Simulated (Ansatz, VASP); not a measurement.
# C: VASP beside Ansatz

```
C
1.0
     0.00000    1.78037    1.78037
     1.78037    0.00000    1.78037
     1.78037    1.78037    0.00000
C
2
Direct
  0.00000 0.00000 0.00000
  0.25000 0.25000 0.25000
```

Alike in both runs: task single point; functional PBE; k mesh 14 × 14 × 14; occupations fermi-dirac, width 0.03 eV; no spin polarisation.

|  | VASP | Ansatz |
| --- | --- | --- |
| version | VASP 6.6.1 | Ansatz 0.2.0 |
| potentials or method | VASP PAW PBE potentials, release 64 (C), cutoff 600 eV | all-electron LAPW, scalar-relativistic |

```csv
,VASP,Ansatz,Ansatz less VASP
gap on the k mesh at the Fermi level (eV),4.14,4.15,+0.008
pressure (GPa),4.0,4.0,-0.03
```

Ansatz ran all-electron here, and VASP with PAW potentials.
